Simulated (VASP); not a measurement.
# Si16W: single point with PBEsol+U

Si16W:

```
CELL_PARAMETERS angstrom
0.00000 5.43700 5.43700
5.43700 0.00000 5.43700
5.43700 5.43700 0.00000
ATOMIC_POSITIONS crystal
W 0.25024 0.25023 0.25000
Si 0.00006 0.00025 0.00034
Si 0.99777 0.99759 0.50258
Si 0.99806 0.50272 0.99714
Si 0.99796 0.50224 0.50263
Si 0.50306 0.99742 0.99709
Si 0.50262 0.99788 0.50226
Si 0.50264 0.50299 0.99700
Si 0.50051 0.50029 0.49956
Si 0.12232 0.12149 0.12149
Si 0.12163 0.12138 0.63565
Si 0.12189 0.63560 0.12128
Si 0.13043 0.62347 0.62302
Si 0.63543 0.12195 0.12083
Si 0.62366 0.13021 0.62303
Si 0.62391 0.62334 0.12948
Si 0.62384 0.62370 0.62290
```

```json
{
 "Program": "VASP 6.6.1",
 "Task": "single point",
 "Functional": "PBEsol",
 "Potentials or basis": "VASP PAW PBE potentials, release 64 (W_sv, Si)",
 "Cutoff": "500 eV",
 "k mesh": "3 × 3 × 3",
 "Occupations": "gaussian, width 0.05 eV",
 "Spin": "no spin polarisation",
 "Hubbard terms": "W d U = 2.0 eV"
}
```

```
Pressure               : 1.4 GPa
Largest force          : 0.085 eV/Å
Band gap on the k mesh : zero (bands 39 and 40 overlap by 0.29 eV)
```

Forces in eV/Å, atoms in the order of the input:
```
W   -0.004  0.000 -0.001
Si   0.002  0.002 -0.001
Si   0.000  0.002 -0.030
Si  -0.001 -0.027 -0.001
Si   0.031 -0.005  0.003
Si  -0.025 -0.002  0.001
Si  -0.002  0.029 -0.002
Si  -0.001  0.002  0.029
Si   0.000  0.000 -0.002
Si  -0.048 -0.053 -0.046
Si   0.044  0.049 -0.045
Si   0.048 -0.048  0.047
Si  -0.006  0.009  0.008
Si  -0.045  0.051  0.048
Si   0.005 -0.009  0.007
Si   0.008  0.010 -0.008
Si  -0.007 -0.010 -0.008
```

Levels at points of the mesh, in eV from the Fermi level:
```
           k point  band 37  band 38  band 39  band 40  band 41  band 42
(0.00, 0.00, 0.00)    -0.36    -0.36    -0.35    -0.28    -0.07    -0.06
```

Eigenvalues of the final occupation matrices:
| site | spin | trace | eigenvalues |
| --- | --- | --- | --- |
| site 1 d | 1 | 1.89 | 0.26 0.26 0.45 0.46 0.46 |
| site 1 d | 2 | 1.89 | 0.26 0.26 0.45 0.46 0.46 |

Run time: 9.3 min on 1 thread of Intel Xeon 8259CL (shared host), peak memory 0.51 GiB.

Caveat: the PAW data sets were made with another functional, which shifts forces and pressure a little; spin-orbit coupling is left out, which moves the levels of the heavy elements; U without spin polarisation on a metal has little footing; the U is typed as a test and isn't derived for this compound.
